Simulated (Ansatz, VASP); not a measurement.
# One calculation of La, two programs

```
CELL_PARAMETERS angstrom
-2.12383 2.12383 2.12383
2.12383 -2.12383 2.12383
2.12383 2.12383 -2.12383
ATOMIC_POSITIONS crystal
La 0.00000 0.00000 0.00000
```

Alike in both runs: task single point; functional r2SCAN0; dispersion D4; k mesh 6 × 6 × 6; occupations fermi-dirac, width 0.01 eV; no spin polarisation.

|  | VASP | Ansatz |
| --- | --- | --- |
| version | VASP 6.6.1 | Ansatz 0.2.0 |
| potentials or method | VASP PAW PBE potentials, release 64 (La) | Ansatz PAW earlier set |
| plane-wave cutoff (eV) | 440 | 600 |
| valence electrons in the cell | 11 | 11 |

|  | VASP | Ansatz | Ansatz less VASP |
| --- | --- | --- | --- |
| gap on the k mesh at the Fermi level (eV) | none | none | - |
| pressure (GPa) | 1.0 | 1.4 | +0.41 |

VASP's potentials were made for PBE, not for r2SCAN0. A gap of «none» marks a metal or a gap that the smearing closes.

Neither program's run includes spin-orbit coupling. Noted on Ansatz's run: the magnetic or orbital state may not be the lowest.
